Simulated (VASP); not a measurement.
# Al3N in VASP: a series of runs

The runs below take Al3N through single point, with PBE.

All numbers are computed with VASP 6.6.1; they aren't measurements. Logs are shortened: lines on timing, memory, paths and dates and some standing lists are left out, and cuts for length are marked.

## 1. The cell of the first run

The cell holds a slab with vacuum, 4 atoms: a = 2.857 Å, b = 2.857 Å, c = 20.101 Å, α = 90.00°, β = 90.00°, γ = 120.00°.

## 2. Single point, PBE

The input, INCAR:

```
  PREC = Accurate
  ENCUT = 520
  EDIFF = 1E-6
  ISMEAR = 0
  SIGMA = 0.1
  LREAL = F
  LASPH = T
  NELM = 60
  ALGO = Normal
  ISIF = 2
  LWAVE = F
  LCHARG = T
  LDIPOL = T
  IDIPOL = 3
  DIPOL = 0.5 0.5 0.360
  GGA = PE
  LELF = T
  LVHAR = T
  LVACPOTAV = T
  NBANDS = 15
```

The input, KPOINTS:

```
regular mesh
0
Gamma
  9 9 1
```

The input, POSCAR:

```
Al3N
1.0
    2.8567582919      0.0000000000      0.0000000000
   -1.4283791460      2.4740252533      0.0000000000
    0.0000000000      0.0000000000     20.1013781961
Al N
3 1
Direct
    0.6666666667      0.3333333333      0.1989913309
    0.3333333333      0.6666666667      0.3134471576
    0.0000000000      0.0000000000      0.4278999237
    0.0000000000      0.3333333333      0.5006821215
```

Potentials or basis: VASP PAW PBE potentials, release 64 (Al, N).

Command:

```bash
> cat potpaw_PBE.64/Al/POTCAR potpaw_PBE.64/N/POTCAR > POTCAR
> mpirun -np 1 vasp_std > vasp.out
```

OUTCAR:

```text
PREC = Accurate
   ENCUT = 520
   EDIFF = 1E-6
   ISMEAR = 0
   LREAL = F
   LASPH = T
   NELM = 60
   ISIF = 2
   GGA = PE

 ion  position               nearest neighbor table
   1  0.667  0.333  0.199-   2 2.83   2 2.83   2 2.83
   2  0.333  0.667  0.313-   3 2.83   3 2.83   3 2.83   1 2.83   1 2.83   1 2.83
   3  0.000  0.000  0.428-   4 1.75   4 2.40   2 2.83   2 2.83   2 2.83
   4  0.000  0.333  0.501-   3 1.75   3 2.40

  LATTYP: Found a hexagonal cell.
 ALAT       =     2.8567582919
 C/A-ratio  =     7.0364294568

  Lattice vectors:

 A1 = (   2.8567582919,   0.0000000000,   0.0000000000)
 A2 = (  -1.4283791460,   2.4740252533,   0.0000000000)
 A3 = (   0.0000000000,   0.0000000000,  20.1013781961)

Analysis of symmetry for initial positions (statically):
=====================================================================
 Subroutine PRICEL returns:
 Original cell was already a primitive cell.

 Routine SETGRP: Setting up the symmetry group for a
 hexagonal supercell.

 Subroutine GETGRP returns: Found  1 space group operations
 (whereof  1 operations were pure point group operations)
 out of a pool of 24 trial point group operations.

The static configuration has the point symmetry C_1 .

Analysis of symmetry for dynamics (positions and initial velocities):
=====================================================================
 Subroutine PRICEL returns:
 Original cell was already a primitive cell.

 Routine SETGRP: Setting up the symmetry group for a
 hexagonal supercell.

 Subroutine GETGRP returns: Found  1 space group operations
 (whereof  1 operations were pure point group operations)
 out of a pool of 24 trial point group operations.

The dynamic configuration has the point symmetry C_1 .

 Subroutine INISYM returns: Found  1 space group operations
 (whereof  1 operations are pure point group operations),
 and found     1 'primitive' translations

----------------------------------------------------------------------------------------

                                     Primitive cell

  volume of cell :     142.0704

  direct lattice vectors                    reciprocal lattice vectors
     2.856758292  0.000000000  0.000000000     0.350047116  0.202099796  0.000000000
    -1.428379146  2.474025253  0.000000000     0.000000000  0.404199593  0.000000000
     0.000000000  0.000000000 20.101378196     0.000000000  0.000000000  0.049747833

  length of vectors
     2.856758292  2.856758292 20.101378196     0.404199593  0.404199593  0.049747833

  position of ions in fractional coordinates (direct lattice)
     0.666666667  0.333333333  0.198991331
     0.333333333  0.666666667  0.313447158
     0.000000000  0.000000000  0.427899924
     0.000000000  0.333333333  0.500682121

  ion indices of the primitive-cell ions
   primitive index   ion index
                 1           1
                 2           2
                 3           3
                 4           4

----------------------------------------------------------------------------------------

 KPOINTS: regular mesh

Automatic generation of k-mesh.
 Grid dimensions read from file:
 generate k-points for:    9    9    1

 Generating k-lattice:

  Cartesian coordinates                     Fractional coordinates (reciprocal lattice)
     0.038894124  0.022455533  0.000000000     0.111111111  0.000000000  0.000000000
     0.000000000  0.044911066  0.000000000     0.000000000  0.111111111  0.000000000
     0.000000000  0.000000000  0.049747833     0.000000000  0.000000000  1.000000000

  Length of vectors
     0.044911066  0.044911066  0.049747833

  Shift w.r.t. Gamma in fractional coordinates (k-lattice)
     0.000000000  0.000000000  0.000000000

 Subroutine IBZKPT returns following result:
 ===========================================

 Found     41 irreducible k-points:

 Following reciprocal coordinates:
            Coordinates               Weight
  0.000000  0.000000  0.000000      1.000000
  0.111111  0.000000  0.000000      2.000000
  0.000000  0.111111  0.000000      2.000000
 -0.111111  0.111111  0.000000      2.000000
  0.222222  0.000000  0.000000      2.000000
  0.000000  0.222222  0.000000      2.000000
[... 16 lines left out ...]
  0.333333  0.111111  0.000000      2.000000
 -0.111111  0.444444  0.000000      2.000000
 [... further k-points ...]
   k-points           NKPTS =     41   k-points in BZ     NKDIM =     41   number of bands    NBANDS=     15
   number of dos      NEDOS =    301   number of ions     NIONS =      4
   total plane-waves  NPLWV =  86400
   dimension x,y,z NGX =    24 NGY =   24 NGZ =  150
   dimension x,y,z NGXF=    48 NGYF=   48 NGZF=  300
   ions per type =               3   1
   NGX,Y,Z   is equivalent  to a cutoff of  13.97, 13.97, 12.41 a.u.
   NGXF,Y,Z  is equivalent  to a cutoff of  27.93, 27.93, 24.81 a.u.
 SYSTEM =  unknown system
   PREC   = accura    normal or accurate (medium, high low for compatibility)
   ISTART =      0    job   : 0-new  1-cont  2-samecut
   ICHARG =      2    charge: 1-file 2-atom 10-const
   ISPIN  =      1    spin polarized calculation?
   LNONCOLLINEAR =      F non collinear calculations
   LSORBIT =      F    spin-orbit coupling
   LASPH  =      T    aspherical Exc in radial PAW
   ENCUT  =  520.0 eV  38.22 Ry    6.18 a.u.   5.31  5.31 37.38*2*pi/ulx,y,z
   NELM   =     60;   NELMIN=  2; NELMDL= -5     # of ELM steps
   EDIFF  = 0.1E-05   stopping-criterion for ELM
   LREAL  =      F    real-space projection
   EDIFFG = 0.1E-04   stopping-criterion for IOM
   NSW    =      0    number of steps for IOM
   IBRION =     -1    ionic relax: 0-MD 1-quasi-New 2-CG
   NFREE  =      0    steps in history (QN), initial steepest desc. (CG)
   ISIF   =      2    stress and relaxation
   ISYM   =      2    0-nonsym 1-usesym 2-fastsym
   POTIM  = 0.5000    time-step for ionic-motion
   TEBEG  =    0.0;   TEEND  =   0.0 temperature during run
   PSTRESS=    0.0 pullay stress
   NELECT =      14.0000    total number of electrons
   NUPDOWN=      -1.0000    fix difference up-down
   EMIN   =  10.00;   EMAX   =-10.00  energy-range for DOS
   EFERMI =   0.00;   METHOD = LEGACY
   ISMEAR =     0;   SIGMA  =   0.10  broadening in eV -4-tet -1-fermi 0-gaus
   EFERMI_NEDOS =   21; number of points for ismear=-14 and -15
   IALGO  =     38    algorithm
   IMIX   =      4    mixing-type and parameters
     AMIX     =   0.40;   BMIX     =  1.00
     AMIX_MAG =   1.60;   BMIX_MAG =  1.00
  volume/ion in A,a.u.               =      35.52       239.68
  Fermi-wavevector in a.u.,A,eV,Ry     =   0.756165  1.428944  7.779606  0.571785
  Thomas-Fermi vector in A             =   1.854223
   LORBIT       =      0    0 simple, 1 ext, 2 COOP (PROOUT), +10 PAW based schemes
   GGA     = PE    functional components
   LHFCALC =     F    Hartree Fock is set to
   AEXX    =    0.0000 exact exchange contribution
   IVDW    =     0    specifies the selected vdW correction
   LEPSILON=     F    determine dielectric tensor
   LRPA    =     F    only Hartree local field effects (RPA)
 non-spin polarized calculation
 Gauss-broadening in eV      SIGMA  =   0.10
  energy-cutoff  :      520.00
  volume of cell :      142.07
 maximum number of plane-waves:      3849
 NGX is ok and might be reduce to    24
   NGX = 11   NGY = 11   NGZ = 75

 number of electron      13.9999999 magnetization

 dipolmoment           0.000000      0.000000      0.166993 electrons x Angstroem

 Free energy of the ion-electron system (eV)
  ---------------------------------------------------
  ext. energy  EPLUGINS =         0.00000000
  ---------------------------------------------------
  free energy    TOTEN  =       -16.06392825 eV

  energy without entropy =      -16.04590318  energy(sigma->0) =      -16.05491572

 E-fermi :  -0.9391     XC(G=0):  -4.9581

 val. band max:       -0.9794559634   @ k =  -0.4444   0.3333   0.0000
 cond. band min:      -0.9261095622   @ k =  -0.3333   0.3333   0.0000
 fundamental gap:      0.0533464013
 Fermi energy:        -0.9390631067

 k-point     1 :       0.0000    0.0000    0.0000
  band No.  band energies     occupation
      1     -15.2782      2.00000
      2     -11.3806      2.00000
      3      -9.2364      2.00000
      4      -6.2098      2.00000
      5      -3.3865      2.00000
      6      -0.7840      0.02827
      7       0.0911      0.00000
      8       0.3256      0.00000
      9       2.2680      0.00000
     10       3.8226      0.00000
     11       5.6067      0.00000
     12       7.2807      0.00000
     13       7.5202      0.00000
     14       9.1642      0.00000
     15      10.1972      0.00000

 k-point     2 :       0.1111    0.0000    0.0000
  band No.  band energies     occupation
      1     -15.1153      2.00000
      2     -11.0886      2.00000
      3      -8.9572      2.00000
      4      -5.9489      2.00000
      5      -3.1789      2.00000
      6      -0.8922      0.50727
      7      -0.1690      0.00000
      8       0.1022      0.00000
      9       2.5715      0.00000
     10       4.1127      0.00000
     11       5.8779      0.00000
     12       6.7061      0.00000
     13       7.4728      0.00000
     14       7.7644      0.00000
     15       8.2502      0.00000

 k-point     3 :       0.0000    0.1111    0.0000
  band No.  band energies     occupation
      1     -15.1122      2.00000
      2     -11.0886      2.00000
      3      -8.9567      2.00000
      4      -5.9478      2.00000
      5      -3.1825      2.00000
      6      -1.0208      1.75224
      7      -0.1196      0.00000
      8       0.1756      0.00000
      9       2.5628      0.00000
     10       4.1195      0.00000
     11       5.8980      0.00000
     12       6.6187      0.00000
     13       7.5292      0.00000
     14       7.8428      0.00000
     15       8.2908      0.00000

 k-point     4 :      -0.1111    0.1111    0.0000
  band No.  band energies     occupation
      1     -15.1122      2.00000
      2     -11.0886      2.00000
      3      -8.9566      2.00000
      4      -5.9476      2.00000
      5      -3.1820      2.00000
      6      -1.0171      1.73005
      7      -0.1301      0.00000
      8       0.1796      0.00000
      9       2.5629      0.00000
     10       4.1162      0.00000
     11       5.8694      0.00000
     12       6.6584      0.00000
     13       7.5241      0.00000
     14       7.8161      0.00000
     15       8.2712      0.00000
[... 307 lines left out ...]
 k-point    22 :       0.3333   -0.1111    0.0000
  band No.  band energies     occupation
      1     -14.2781      2.00000
      2      -9.3515      2.00000
      3      -7.3176      2.00000
      4      -4.5328      2.00000
      5      -2.7180      2.00000
      6      -2.0864      2.00000
      7      -0.9836      1.47142
      8       0.5599      0.00000
      9       1.3429      0.00000
     10       2.9271      0.00000
     11       3.4096      0.00000
     12       4.1892      0.00000
     13       5.2989      0.00000
     14       5.6325      0.00000
     15       6.4812      0.00000

 k-point    23 :       0.3333    0.1111    0.0000
  band No.  band energies     occupation
      1     -13.7334      2.00000
      2      -7.6493      2.00000
      3      -5.8400      2.00000
      4      -4.1778      2.00000
      5      -2.9199      2.00000
      6      -2.2519      2.00000
      7      -1.5039      2.00000
      8      -1.1429      1.99606
      9      -0.1357      0.00000
     10       1.9936      0.00000
     11       2.8942      0.00000
     12       3.0112      0.00000
     13       4.5260      0.00000
     14       5.7734      0.00000
     15       6.7362      0.00000

 k-point    24 :      -0.1111    0.4444    0.0000
  band No.  band energies     occupation
      1     -13.6937      2.00000
      2      -7.6493      2.00000
      3      -5.8460      2.00000
      4      -4.3486      2.00000
      5      -3.0330      2.00000
      6      -2.4211      2.00000
      7      -1.2106      1.99988
      8      -1.0686      1.93305
      9      -0.0648      0.00000
     10       2.0035      0.00000
     11       2.5485      0.00000
     12       3.1595      0.00000
     13       4.6344      0.00000
     14       5.6761      0.00000
     15       6.5017      0.00000

 [... further k-points ...]
[... 5 lines left out ...]
  --------------------------------------------------------------------------------------
  -------------------------------------------------------------------------------------
  Total       -0.7670502     -0.0074488      0.7346109     -0.3181770      2.9916334     -2.0317650
  in kB       -8.6502948     -0.0840027      8.2844660     -3.5881941     33.7377023    -22.9129289
  external PRESSURE =      -0.1499439 kB  Pullay stress =       0.0000000 kB

 VOLUME and BASIS-vectors are now :
 -----------------------------------------------------------------------------
  energy-cutoff  :      520.00
  volume of cell :      142.07
      direct lattice vectors                 reciprocal lattice vectors
     2.856758292  0.000000000  0.000000000     0.350047116  0.202099796  0.000000000
    -1.428379146  2.474025253  0.000000000     0.000000000  0.404199593  0.000000000
     0.000000000  0.000000000 20.101378196     0.000000000  0.000000000  0.049747833

 POSITION                                       TOTAL-FORCE (eV/Angst)
 -----------------------------------------------------------------------------------
      1.42838      0.82468      4.00000        -0.011584     -0.012134     -0.215911
     -0.00000      1.64935      6.30072         0.073805      0.081629      0.128584
      0.00000      0.00000      8.60138         1.247100     -2.204576      0.064295
     -0.47613      0.82468     10.06440        -1.309320      2.135081      0.023032
 -----------------------------------------------------------------------------------
    total drift:                                0.000080     -0.000030     -0.000125

  FREE ENERGIE OF THE ION-ELECTRON SYSTEM (eV)
  ---------------------------------------------------
  free  energy   TOTEN  =       -16.0639282538 eV

  energy  without entropy=      -16.0459031830  energy(sigma->0) =      -16.05491572

 vacuum level on the upper side and lower side of the slab         7.407         3.132
```

Wall time 1.8 min (1 thread of Intel Xeon Platinum 8488C (Sapphire Rapids), shared host); peak memory 0.28 GiB.

What came out:

* Free energy: -16.0639 eV
* Largest force: 2.534 eV/Å
* Band gap on the k mesh: zero (band 7 reaches 0.09 eV, above the bottom of band 8 at -1.55 eV)

Forces on the atoms (eV/Å):
```
Al  -0.012 -0.012 -0.216
Al   0.074  0.082  0.129
Al   1.247 -2.205  0.064
N   -1.309  2.135  0.023
```

## 3. Single point, PBE

The input, INCAR:

```
SYSTEM = Al3N
ALGO = Normal
DIPOL = 0.5 0.5 0.364
EDIFF = 1E-6
ENCUT = 520
GGA = PE
IDIPOL = 3
ISIF = 2
ISMEAR = 0
LASPH = .TRUE.
LCHARG = .FALSE.
LDIPOL = .TRUE.
LREAL = .FALSE.
LWAVE = .FALSE.
NBANDS = 15
NELM = 60
PREC = Accurate
SIGMA = 0.1
```

The input, KPOINTS:

```
k-points
0
G
  9 9 1
  0 0 0
```

Changes to POSCAR since step 2:

```diff
@@ -11,2 +11,2 @@
     0.0000000000      0.0000000000      0.4278999237
-    0.0000000000      0.3333333333      0.5006821215
+    0.0000000000      0.1666666667      0.5150647676
```

Potentials or basis: VASP PAW PBE potentials, release 64 (Al, N).

Command:

```bash
> cat potpaw_PBE.64/Al/POTCAR potpaw_PBE.64/N/POTCAR > POTCAR
> mpirun -np 1 vasp_std > vasp.out
```

It took 1.8 min on 1 thread of Intel Xeon Platinum 8488C (Sapphire Rapids), shared host; peak memory 0.29 GiB.

The run converged. Its results:

| Item | Value |
| --- | --- |
| Free energy | -15.4113 eV |
| Largest force | 0.669 eV/Å |
| Band gap on the k mesh | zero (band 7 reaches 0.31 eV, above the bottom of band 8 at -1.63 eV) |

Forces on the atoms (eV/Å):
```
Al  -0.008  0.004 -0.245
Al   0.012  0.049  0.266
Al   0.330 -0.581 -0.044
N   -0.334  0.527  0.023
```

Levels at points of the mesh, in eV from the Fermi level:
| k point | band 4 | band 5 | band 6 | band 7 | band 8 | band 9 | band 10 | band 11 |
| --- | --- | --- | --- | --- | --- | --- | --- | --- |
| (0.00, 0.00, 0.00) | -5.54 | -2.75 | -0.26 | 1.27 | 1.29 | 2.78 | 4.52 | 6.42 |

## 4. Single point, PBE

The input, INCAR:

```
SYSTEM = Al3N
  PREC = Accurate
  ENCUT = 520
  EDIFF = 1E-7
  ISMEAR = 0
  SIGMA = 0.1
  LREAL = .FALSE.
  LASPH = .TRUE.
  NELM = 80
  ALGO = Normal
  ISIF = 2
  LWAVE = .FALSE.
  LCHARG = .TRUE.
  LDIPOL = .TRUE.
  IDIPOL = 3
  DIPOL = 0.5 0.5 0.355
  GGA = PE
  LELF = .TRUE.
  LVHAR = .TRUE.
  LVACPOTAV = .TRUE.
  NBANDS = 15
```

The input, KPOINTS:

```
Automatic mesh
0
G
  9 9 1
  0 0 0
```

Changes to POSCAR since step 3:

```diff
@@ -11,2 +11,2 @@
     0.0000000000      0.0000000000      0.4278999237
-    0.0000000000      0.1666666667      0.5150647676
+    0.1666666667      0.6666666667      0.4802957630
```

Command:

```bash
> cat potpaw_PBE.64/Al/POTCAR potpaw_PBE.64/N/POTCAR > POTCAR
> mpirun -np 1 vasp_std > vasp.out
```

Run time: 2 min. Hardware: 1 thread of Intel Xeon Platinum 8488C (Sapphire Rapids), shared host; peak memory 0.3 GiB.

Results (log left out):

- Free energy: -17.2426 eV
- Largest force: 5.703 eV/Å
- Band gap on the k mesh: zero (band 7 reaches 0.05 eV, above the bottom of band 8 at -1.49 eV)

Forces on the atoms (eV/Å):
```
Al   0.012  0.007 -0.306
Al  -0.016  0.000 -0.034
Al  -4.420  3.588  0.327
N    4.425 -3.595  0.013
```

Levels at points of the mesh, in eV from the Fermi level:
| k point | band 4 | band 5 | band 6 | band 7 | band 8 | band 9 | band 10 | band 11 |
| --- | --- | --- | --- | --- | --- | --- | --- | --- |
| (0.00, 0.00, 0.00) | -4.83 | -1.94 | 0.13 | 0.98 | 1.27 | 3.71 | 5.28 | 6.89 |

## 5. Single point, PBE

The input, INCAR:

```
ALGO = Normal ; DIPOL = 0.5 0.5 0.355
EDIFF = 1E-6 ; ENCUT = 520
GGA = PE ; IDIPOL = 3
ISIF = 2 ; ISMEAR = 0
LASPH = True ; LCHARG = False
LDIPOL = True ; LREAL = False
LWAVE = False ; NBANDS = 15
NELM = 100 ; PREC = Accurate
SIGMA = 0.1
```

The input, KPOINTS:

```
k-points
0
Gamma
  9 9 1
```

Changes to POSCAR since step 4:

```diff
@@ -11,2 +11,2 @@
     0.0000000000      0.0000000000      0.4278999237
-    0.1666666667      0.6666666667      0.4802957630
+    0.5000000000      0.3333333333      0.4813660550
```

Command:

```bash
> cat potpaw_PBE.64/Al/POTCAR potpaw_PBE.64/N/POTCAR > POTCAR
> mpirun -np 1 vasp_std > vasp.out
```

It took 1.7 min on 1 thread of Intel Xeon Platinum 8488C (Sapphire Rapids), shared host; peak memory 0.29 GiB.

It converged, with:

```
Free energy            : -17.2366 eV
Largest force          : 5.254 eV/Å
Band gap on the k mesh : zero (band 7 reaches 0.04 eV, above the bottom of band 8 at -1.57 eV)
```

Forces in eV/Å, atoms in the order of the input:
```
Al  -0.041  0.002 -0.313
Al   0.009 -0.005 -0.134
Al  -4.033 -3.324  0.449
N    4.065  3.328 -0.002
```

Levels at points of the mesh, in eV from the Fermi level:
```
           k point  band 3  band 4  band 5  band 6  band 7  band 8  band 9  band 10  band 11  band 12
(0.00, 0.00, 0.00)   -8.05   -4.84   -1.93    0.21    1.02    1.25    3.68     5.28     6.95     8.17
```
